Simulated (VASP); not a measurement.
**TiB: single point with PBEsol**

TiB:

```
Ti B
1.0
     0.00000    2.42543    1.57653
     2.42543    0.00000    1.57653
     2.42543    2.42543    0.00000
Ti B
1 1
Direct
  0.75000 0.75000 0.75000
  0.00000 0.00000 0.00000
```

This cell differs from its parent crystal: ratio of the length along z to the lengths across it x 0.65, volume and fractional coordinates fixed.

```json
{
  "Program": "VASP 6.6.1",
  "Task": "single point",
  "Functional": "PBEsol",
  "Potentials or basis": "VASP PAW PBE potentials, release 64 (Ti_sv, B)",
  "Cutoff": "520 eV",
  "k mesh": "22 × 22 × 22",
  "Occupations": "gaussian, width 0.15 eV",
  "Spin": "no spin polarisation",
  "Dipole correction": "no",
  "Further INCAR settings": "ALGO = Normal; EDIFF = 1e-06; NBANDS = 14"
}
```

* Pressure: 91.0 GPa

Stress tensor (GPa, compression positive):
```
121.78   0.00   0.00
  0.00 121.78   0.00
  0.00   0.00  29.45
```

Levels at points of the mesh, in eV from the Fermi level:
| k point | band 6 | band 7 | band 8 | band 9 | band 10 | band 11 |
| --- | --- | --- | --- | --- | --- | --- |
| (0.00, 0.00, 0.00) | -1.15 | -1.15 | -0.32 | 0.26 | 2.43 | 8.86 |
| (0.50, 0.00, 0.00) | -3.26 | -2.94 | -0.08 | 3.46 | 4.28 | 5.82 |
| (0.50, 0.50, 0.00) | -4.18 | 0.02 | 0.02 | 4.36 | 4.54 | 4.54 |
| (0.50, 0.00, 0.50) | -4.66 | -0.17 | -0.13 | 1.58 | 3.21 | 4.45 |

Wall time 83 s on 1 thread of Intel(R) Xeon(R) 6975P-C (Granite Rapids) (shared host), peak memory 0.34 GiB.

Caveat: the PAW data sets were made with another functional, which shifts forces and pressure a little.
